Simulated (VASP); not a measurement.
Runs of VASP 6.6.1 on ScAl3. The structure is that of space group Pm-3m (No. 221), or close to it. The cells are those of the table. 

| cell | k mesh | gap on the mesh (eV) | pressure (GPa) |
| --- | --- | --- | --- |
| a = 4.002 Å, 4 atoms | 10 × 10 × 10 | none | (a) |
| a = 4.086 Å, 4 atoms | 10 × 10 × 10 | none | 0.0 |
| a = 4.086 Å, 4 atoms | 9 × 9 × 9 | none | 0.1 |
| a = 4.166 Å, 4 atoms | 10 × 10 × 10 | none | -4.9 |
| a = 4.086 Å, 4 atoms | 14 × 14 × 14 | none | 0.0 |
| a = 4.126 Å, 4 atoms | 10 × 10 × 10 | none | -2.6 |

Alike in all rows: task single point; level r2SCAN; potentials or basis VASP PAW PBE potentials, release 64 (Sc_sv, Al); no spin polarisation; cutoff (eV) 520; smearing gaussian 0.1 eV.

Task: Fill in the values left out.

Result: (a) 6.6.

Caveats: the PAW data sets were made with another functional, which shifts forces and pressure a little.

A gap of «none» marks levels without a gap at the run's occupations.
